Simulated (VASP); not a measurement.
# Cs4CaSn3Br12 in VASP: relaxation of the atoms with PBEsol

Aim: the relaxation of the atoms of Cs4CaSn3Br12 with PBEsol.

Program: VASP 6.6.1. These are calculated values, not measurements. Logs are shortened: lines on timing, memory, paths and dates and some standing lists are left out, and cuts for length are marked.

## (1) The cell of the first run

The cell holds a repeated cell, 40 atoms: a = 11.500 Å, b = 11.500 Å, c = 11.500 Å, α = 90.00°, β = 90.00°, γ = 90.00°.

## (2) Relaxation of the atoms, PBEsol

INCAR reads:

```
PREC     = Accurate       # precision mode
ENCUT    = 450            # plane-wave cutoff, eV
EDIFF    = 1E-7           # SCF threshold, eV
ISMEAR   = -1             # smearing method
SIGMA    = 0.05           # smearing width, eV
LREAL    = Auto         
LASPH    = T              # aspherical terms in the spheres
NELM     = 120            # most SCF steps
ALGO     = Normal         # electronic algorithm
ISIF     = 2              # what is computed and relaxed
LWAVE    = F              # write WAVECAR
LCHARG   = F              # write CHGCAR
GGA      = PS             # functional
IBRION   = 2              # ionic algorithm
NSW      = 100            # ionic steps
EDIFFG   = -0.03          # ionic threshold
ISYM     = -1           
GGA_COMPAT= F            
NELMIN   = 4            
KPAR     = 1
```

KPOINTS reads:

```
explicit points
1
Reciprocal
  0.25000000   0.25000000   0.25000000 1
```

POSCAR reads:

```
Cs4CaSn3Br12
1.0
   11.5000000000      0.0000000000      0.0000000000
    0.0000000000     11.5000000000      0.0000000000
    0.0000000000      0.0000000000     11.5000000000
Cs Ca Sn Br
8 2 6 24
Direct
    0.0009670000      0.9978340000      0.0004610000
    0.0014110000      0.9982150000      0.5021690000
    0.0004440000      0.5001280000      0.9990950000
    0.0014480000      0.4974830000      0.4996780000
    0.4999510000      0.0003660000      0.0015170000
    0.5010110000      0.0018890000      0.4995530000
    0.4979090000      0.4987520000      0.9984870000
    0.4984770000      0.4985380000      0.4996590000
    0.2504750000      0.2497050000      0.2483090000
    0.2520630000      0.7491390000      0.7492820000
    0.2505680000      0.2513340000      0.7511530000
    0.2507160000      0.7510820000      0.2475520000
    0.7471750000      0.2500650000      0.2492400000
    0.7517180000      0.2517980000      0.7543970000
    0.7512650000      0.7488300000      0.2520580000
    0.7494110000      0.7474310000      0.7508990000
    0.2485360000      0.2489240000      0.0000260000
    0.2489230000      0.2488300000      0.5016260000
    0.2507340000      0.7515980000      0.9968740000
    0.2512190000      0.7504650000      0.5008320000
    0.7488710000      0.2507640000      0.0010860000
    0.7482220000      0.2520150000      0.5012060000
    0.7488120000      0.7511310000      0.0020320000
    0.7500750000      0.7513540000      0.5002950000
    0.9992880000      0.2501450000      0.2493990000
    0.9998690000      0.2505090000      0.7509900000
    0.9971470000      0.7475850000      0.2480250000
    0.9978130000      0.7481970000      0.7496620000
    0.5007810000      0.2501760000      0.2474350000
    0.5004210000      0.2526480000      0.7497540000
    0.5007340000      0.7515690000      0.2500100000
    0.4993870000      0.7522300000      0.7494210000
    0.2535220000      0.9981760000      0.2498400000
    0.2501390000      0.0006160000      0.7466740000
    0.2511010000      0.4985650000      0.2481630000
    0.2500490000      0.5022900000      0.7477760000
    0.7503750000      0.9998270000      0.2485520000
    0.7506070000      0.9993650000      0.7530260000
    0.7487980000      0.5012430000      0.2495180000
    0.7516050000      0.4982690000      0.7490360000
```

Potentials or basis: VASP PAW PBE potentials, release 64 (Cs_sv, Ca_sv, Sn_d, Br).

Launch:

```
> cat potpaw_PBE.64/Cs_sv/POTCAR potpaw_PBE.64/Ca_sv/POTCAR potpaw_PBE.64/Sn_d/POTCAR potpaw_PBE.64/Br/POTCAR > POTCAR
> mpirun -np 4 vasp_std > vasp.out
```

OUTCAR:

```text
PREC = Accurate
   ENCUT = 450
   EDIFF = 1E-7
   ISMEAR = -1
   LREAL = Auto
   LASPH = T
   NELM = 120
   ISIF = 2
   GGA = PS
   IBRION = 2
   NSW = 100
   EDIFFG = -0.03
   ISYM = -1
   NELMIN = 4

 ion  position               nearest neighbor table
   1  0.001  0.998  0.000-
   2  0.001  0.998  0.502-
   3  0.000  0.500  0.999-
   4  0.001  0.497  0.500-
   5  0.500  0.000  0.002-
   6  0.501  0.002  0.500-
   7  0.498  0.499  0.998-
   8  0.498  0.499  0.500-
   9  0.250  0.250  0.248-  17 2.86  35 2.86  29 2.88  25 2.89  33 2.89  18 2.91
  10  0.252  0.749  0.749-  36 2.84  32 2.84  19 2.85  20 2.86  34 2.89  28 2.92
  11  0.251  0.251  0.751-  17 2.86  18 2.87  30 2.87  26 2.88  34 2.88  36 2.89
  12  0.251  0.751  0.248-  33 2.84  31 2.88  19 2.88  35 2.90  20 2.91  27 2.92
  13  0.747  0.250  0.249-  29 2.83  21 2.85  37 2.88  39 2.89  22 2.90  25 2.90
  14  0.752  0.252  0.754-  40 2.84  21 2.84  26 2.85  30 2.89  38 2.90  22 2.91
  15  0.751  0.749  0.252-  27 2.83  39 2.85  24 2.85  23 2.88  31 2.88  37 2.89
  16  0.749  0.747  0.751-  28 2.86  40 2.87  32 2.88  24 2.88  23 2.89  38 2.90
  17  0.249  0.249  0.000-   9 2.86  11 2.86
  18  0.249  0.249  0.502-  11 2.87   9 2.91
  19  0.251  0.752  0.997-  10 2.85  12 2.88
  20  0.251  0.750  0.501-  10 2.86  12 2.91
  21  0.749  0.251  0.001-  14 2.84  13 2.85
  22  0.748  0.252  0.501-  13 2.90  14 2.91
[... 16 lines left out ...]
  39  0.749  0.501  0.250-  15 2.85  13 2.89
  40  0.752  0.498  0.749-  14 2.84  16 2.87

IMPORTANT INFORMATION: All symmetrisations will be switched off!
NOSYMM: (Re-)initialisation of all symmetry stuff for point group C_1.

----------------------------------------------------------------------------------------

                                     Primitive cell

  volume of cell :    1520.8750

  direct lattice vectors                    reciprocal lattice vectors
    11.500000000  0.000000000  0.000000000     0.086956522  0.000000000  0.000000000
     0.000000000 11.500000000  0.000000000     0.000000000  0.086956522  0.000000000
     0.000000000  0.000000000 11.500000000     0.000000000  0.000000000  0.086956522

  length of vectors
    11.500000000 11.500000000 11.500000000     0.086956522  0.086956522  0.086956522

  position of ions in fractional coordinates (direct lattice)
     0.000967000  0.997834000  0.000461000
     0.001411000  0.998215000  0.502169000
     0.000444000  0.500128000  0.999095000
     0.001448000  0.497483000  0.499678000
     0.499951000  0.000366000  0.001517000
     0.501011000  0.001889000  0.499553000
[... 32 lines left out ...]
     0.748798000  0.501243000  0.249518000
     0.751605000  0.498269000  0.749036000

  ion indices of the primitive-cell ions
   primitive index   ion index
                 1           1
                 2           2
                 3           3
                 4           4
                 5           5
                 6           6
[... 32 lines left out ...]
                39          39
                40          40

----------------------------------------------------------------------------------------

 KPOINTS: explicit points

Read explicit list of k-points.

 Found      1 k-points:

 Following reciprocal coordinates:
            Coordinates               Weight
  0.250000  0.250000  0.250000      1.000000
   k-points           NKPTS =      1   k-points in BZ     NKDIM =      1   number of bands    NBANDS=    208
   number of dos      NEDOS =    301   number of ions     NIONS =     40
   total plane-waves  NPLWV = 512000
   dimension x,y,z NGX =    80 NGY =   80 NGZ =   80
   dimension x,y,z NGXF=   160 NGYF=  160 NGZF=  160
   ions per type =               8   2   6  24
   NGX,Y,Z   is equivalent  to a cutoff of  11.56, 11.56, 11.56 a.u.
   NGXF,Y,Z  is equivalent  to a cutoff of  23.13, 23.13, 23.13 a.u.
 SYSTEM =  unknown system
   PREC   = accura    normal or accurate (medium, high low for compatibility)
   ISTART =      0    job   : 0-new  1-cont  2-samecut
   ICHARG =      2    charge: 1-file 2-atom 10-const
   ISPIN  =      1    spin polarized calculation?
   LNONCOLLINEAR =      F non collinear calculations
   LSORBIT =      F    spin-orbit coupling
   LASPH  =      T    aspherical Exc in radial PAW
   ENCUT  =  450.0 eV  33.07 Ry    5.75 a.u.  19.89 19.89 19.89*2*pi/ulx,y,z
   NELM   =    120;   NELMIN=  4; NELMDL= -5     # of ELM steps
   EDIFF  = 0.1E-06   stopping-criterion for ELM
   LREAL  =      T    real-space projection
   EDIFFG = -.3E-01   stopping-criterion for IOM
   NSW    =    100    number of steps for IOM
   IBRION =      2    ionic relax: 0-MD 1-quasi-New 2-CG
   NFREE  =      1    steps in history (QN), initial steepest desc. (CG)
   ISIF   =      2    stress and relaxation
   ISYM   =     -1    0-nonsym 1-usesym 2-fastsym
   POTIM  = 0.5000    time-step for ionic-motion
   TEBEG  =    0.0;   TEEND  =   0.0 temperature during run
   PSTRESS=    0.0 pullay stress
   NELECT =     344.0000    total number of electrons
   NUPDOWN=      -1.0000    fix difference up-down
   EMIN   =  10.00;   EMAX   =-10.00  energy-range for DOS
   EFERMI =   0.00;   METHOD = LEGACY
   ISMEAR =    -1;   SIGMA  =   0.05  broadening in eV -4-tet -1-fermi 0-gaus
   EFERMI_NEDOS =   21; number of points for ismear=-14 and -15
   IALGO  =     38    algorithm
   IMIX   =      4    mixing-type and parameters
     AMIX     =   0.40;   BMIX     =  1.00
     AMIX_MAG =   1.60;   BMIX_MAG =  1.00
  volume/ion in A,a.u.               =      38.02       256.58
  Fermi-wavevector in a.u.,A,eV,Ry     =   0.997462  1.884930 13.536857  0.994931
  Thomas-Fermi vector in A             =   2.129620
   LORBIT       =      0    0 simple, 1 ext, 2 COOP (PROOUT), +10 PAW based schemes
   GGA     = PS    functional components
   LHFCALC =     F    Hartree Fock is set to
   AEXX    =    0.0000 exact exchange contribution
   IVDW    =     0    specifies the selected vdW correction
   LEPSILON=     F    determine dielectric tensor
   LRPA    =     F    only Hartree local field effects (RPA)
 conjugate gradient relaxation of ions
 non-spin polarized calculation
  energy-cutoff  :      450.00
  volume of cell :     1520.88
 maximum number of plane-waves:     32951
 NGX is ok and might be reduce to    80
   NGX = 39   NGY = 39   NGZ = 39

--------------------------------------- Ionic step        1  -------------------------------------------

 number of electron     343.9999987 magnetization

 Free energy of the ion-electron system (eV)
  ---------------------------------------------------
  ext. energy  EPLUGINS =         0.00000000
  ---------------------------------------------------
  free energy    TOTEN  =      -137.69980698 eV

  energy without entropy =     -137.69980698  energy(sigma->0) =     -137.69980698

------------------------ aborting loop because EDIFF is reached ----------------------------------------

  FORCE on cell =-STRESS in cart. coord.  units (eV):
  Direction    XX          YY          ZZ          XY          YZ          ZX
  --------------------------------------------------------------------------------------
  -------------------------------------------------------------------------------------
  Total       -0.8860312     -1.1340071     -1.1443891     -0.3988937     -0.4321020     -0.3765096
  in kB       -0.9333963     -1.1946284     -1.2055654     -0.4202176     -0.4552011     -0.3966369
  external PRESSURE =      -1.1111967 kB  Pullay stress =       0.0000000 kB

 VOLUME and BASIS-vectors are now :
 -----------------------------------------------------------------------------
  energy-cutoff  :      450.00
  volume of cell :     1520.88
      direct lattice vectors                 reciprocal lattice vectors
    11.500000000  0.000000000  0.000000000     0.086956522  0.000000000  0.000000000
     0.000000000 11.500000000  0.000000000     0.000000000  0.086956522  0.000000000
     0.000000000  0.000000000 11.500000000     0.000000000  0.000000000  0.086956522
[... 485 lines left out ...]
      8.60084      5.75198      2.87496        -0.008046      0.006728      0.009394
      8.64783      5.74557      8.62403         0.005740      0.000387      0.006967
 -----------------------------------------------------------------------------------
    total drift:                                0.004850     -0.007127      0.034199

  FREE ENERGIE OF THE ION-ELECTRON SYSTEM (eV)
  ---------------------------------------------------
  free  energy   TOTEN  =      -137.7964917191 eV

  energy  without entropy=     -137.7964917191  energy(sigma->0) =     -137.79649172

--------------------------------------- Ionic step        8  -------------------------------------------

 number of electron     344.0000080 magnetization

 Free energy of the ion-electron system (eV)
  ---------------------------------------------------
  ext. energy  EPLUGINS =         0.00000000
  ---------------------------------------------------
  free energy    TOTEN  =      -137.79856289 eV

  energy without entropy =     -137.79856289  energy(sigma->0) =     -137.79856289

 E-fermi :   2.1951     XC(G=0):  -7.9931

 val. band max:        0.9715042979   @ k =   0.2500   0.2500   0.2500
 cond. band min:       3.5312512908   @ k =   0.2500   0.2500   0.2500
 fundamental gap:      2.5597469929
 Fermi energy:         2.1951288999

 k-point     1 :       0.2500    0.2500    0.2500
  band No.  band energies     occupation
      1     -38.8731      2.00000
      2     -38.8684      2.00000
      3     -20.0212      2.00000
      4     -20.0198      2.00000
      5     -20.0173      2.00000
      6     -20.0166      2.00000
[... 176 lines left out ...]
    183       4.4669      0.00000
    184       4.5068      0.00000
 [bands above 184 left out]

------------------------ aborting loop because EDIFF is reached ----------------------------------------

  FORCE on cell =-STRESS in cart. coord.  units (eV):
  Direction    XX          YY          ZZ          XY          YZ          ZX
  --------------------------------------------------------------------------------------
  -------------------------------------------------------------------------------------
  Total       -1.4898541     -1.5784570     -1.5460699     -0.4040681     -0.4269574     -0.4003175
  in kB       -1.5694982     -1.6628375     -1.6287191     -0.4256686     -0.4497815     -0.4217175
  external PRESSURE =      -1.6203516 kB  Pullay stress =       0.0000000 kB

 VOLUME and BASIS-vectors are now :
 -----------------------------------------------------------------------------
  energy-cutoff  :      450.00
  volume of cell :     1520.88
      direct lattice vectors                 reciprocal lattice vectors
    11.500000000  0.000000000  0.000000000     0.086956522  0.000000000  0.000000000
     0.000000000 11.500000000  0.000000000     0.000000000  0.086956522  0.000000000
     0.000000000  0.000000000 11.500000000     0.000000000  0.000000000  0.086956522
[... 41 lines left out ...]
      8.59451      5.75227      2.88041        -0.001148      0.001275      0.005865
      8.65166      5.75078      8.62983         0.000891     -0.008365      0.000958
 -----------------------------------------------------------------------------------
    total drift:                               -0.013742      0.015190      0.022800

  FREE ENERGIE OF THE ION-ELECTRON SYSTEM (eV)
  ---------------------------------------------------
  free  energy   TOTEN  =      -137.7985628897 eV

  energy  without entropy=     -137.7985628896  energy(sigma->0) =     -137.79856289

 reached required accuracy - stopping structural energy minimisation
```

It took 19 min on 4 MPI ranks of AMD EPYC 7R43 (Zen 3), shared host; peak memory 0.39 GiB.

What came out:

- Free energy: -137.7986 eV
- Energy gained by relaxing: 2.5 meV/atom
- Ionic steps: 8
- Pressure after relaxing: -0.2 GPa
- Largest force after relaxing: 0.029 eV/Å
- Band gap on the k mesh: 2.56 eV

Forces on the atoms (eV/Å):
```
Cs   0.002  0.005  0.001
Cs   0.004 -0.002 -0.009
Cs   0.003 -0.004 -0.004
Cs   0.001  0.007  0.003
Cs  -0.003 -0.004 -0.004
Cs  -0.007 -0.001  0.003
Cs   0.001  0.005  0.006
Cs   0.000  0.000 -0.003
Ca  -0.005  0.003 -0.005
Ca   0.005 -0.006 -0.006
Sn   0.011 -0.001 -0.016
Sn   0.009  0.013  0.007
Sn   0.008 -0.010  0.017
Sn  -0.004 -0.002 -0.010
Sn   0.017 -0.004  0.002
Sn   0.019  0.020 -0.005
Br   0.005  0.003  0.021
Br   0.002  0.006 -0.008
Br  -0.001 -0.004 -0.012
Br   0.000 -0.004  0.014
Br   0.009 -0.001  0.002
Br  -0.001 -0.003 -0.007
Br  -0.001 -0.002  0.001
Br   0.005 -0.004 -0.003
Br   0.018  0.006  0.003
Br  -0.002  0.007  0.001
Br   0.005  0.009  0.006
Br  -0.015  0.006  0.005
Br  -0.021 -0.004  0.001
Br  -0.013 -0.013 -0.003
Br  -0.027 -0.008 -0.006
Br  -0.010 -0.008 -0.004
Br  -0.006 -0.001 -0.001
Br  -0.002 -0.012  0.002
Br  -0.004 -0.014 -0.003
Br   0.005  0.015  0.006
Br   0.002  0.011 -0.001
Br  -0.006 -0.001 -0.002
Br  -0.001  0.001  0.006
Br   0.001 -0.008  0.001
```

The path:
```
step  energy change (eV)  largest force (eV/Å)  pressure (GPa)
   1              0.0000                0.3909           -0.11
   2             -0.0527                0.2688           -0.13
   3             -0.0918                0.0520           -0.16
   4             -0.0918                0.0491           -0.16
   5             -0.0934                0.0407           -0.16
   6             -0.0953                0.0479           -0.16
   7             -0.0967                0.0376           -0.16
   8             -0.0988                0.0292           -0.16
```

Final structure:
```yaml
crystal:
  lattice:
    - [11.50000, 0.00000, 0.00000]
    - [0.00000, 11.50000, 0.00000]
    - [0.00000, 0.00000, 11.50000]
  atoms:
    - { symbol: Cs, position: [0.00119, 0.99829, 0.00041] }
    - { symbol: Cs, position: [0.00212, 0.99822, 0.50178] }
    - { symbol: Cs, position: [0.00090, 0.49992, 0.99922] }
    - { symbol: Cs, position: [0.00176, 0.49808, 0.49981] }
    - { symbol: Cs, position: [0.49954, 0.99981, 0.00133] }
    - { symbol: Cs, position: [0.49977, 0.00114, 0.49981] }
    - { symbol: Cs, position: [0.49771, 0.49934, 0.99925] }
    - { symbol: Cs, position: [0.49816, 0.49911, 0.49940] }
    - { symbol: Ca, position: [0.24961, 0.24947, 0.24967] }
    - { symbol: Ca, position: [0.25004, 0.75073, 0.74874] }
    - { symbol: Sn, position: [0.24999, 0.25067, 0.74999] }
    - { symbol: Sn, position: [0.24996, 0.74944, 0.24854] }
    - { symbol: Sn, position: [0.74930, 0.25062, 0.25054] }
    - { symbol: Sn, position: [0.75025, 0.24991, 0.75123] }
    - { symbol: Sn, position: [0.74960, 0.75037, 0.25073] }
    - { symbol: Sn, position: [0.74948, 0.74947, 0.75086] }
    - { symbol: Br, position: [0.24883, 0.24933, 0.00247] }
    - { symbol: Br, position: [0.24955, 0.24931, 0.49645] }
    - { symbol: Br, position: [0.25061, 0.75108, 0.99569] }
    - { symbol: Br, position: [0.25006, 0.75047, 0.50168] }
    - { symbol: Br, position: [0.75078, 0.25090, 0.00067] }
    - { symbol: Br, position: [0.74738, 0.25009, 0.50099] }
    - { symbol: Br, position: [0.74765, 0.74965, 0.00071] }
    - { symbol: Br, position: [0.75171, 0.75121, 0.50063] }
    - { symbol: Br, position: [0.00276, 0.24980, 0.24992] }
    - { symbol: Br, position: [0.00042, 0.25186, 0.75201] }
    - { symbol: Br, position: [0.00025, 0.75016, 0.25014] }
    - { symbol: Br, position: [0.00374, 0.74907, 0.74968] }
    - { symbol: Br, position: [0.49659, 0.25011, 0.24870] }
    - { symbol: Br, position: [0.50066, 0.25023, 0.74877] }
    - { symbol: Br, position: [0.50075, 0.74908, 0.24845] }
    - { symbol: Br, position: [0.49690, 0.75138, 0.74961] }
    - { symbol: Br, position: [0.25168, 0.00282, 0.25014] }
    - { symbol: Br, position: [0.24970, 0.99758, 0.74679] }
    - { symbol: Br, position: [0.25134, 0.49653, 0.24805] }
    - { symbol: Br, position: [0.25024, 0.50356, 0.74879] }
    - { symbol: Br, position: [0.75194, 0.99991, 0.25017] }
    - { symbol: Br, position: [0.74946, 0.00011, 0.75204] }
    - { symbol: Br, position: [0.74735, 0.50020, 0.25047] }
    - { symbol: Br, position: [0.75232, 0.50007, 0.75042] }
```

Levels at points of the mesh, in eV from the valence-band top:
```csv
k point,band 170,band 171,band 172,band 173,band 174,band 175
"(0.25, 0.25, 0.25)",-0.60,-0.27,0.00,2.56,2.66,2.77
```

Caveat: the PAW data sets were made with another functional, which shifts forces and pressure a little; spin-orbit coupling is left out, which moves the levels of the heavy elements.
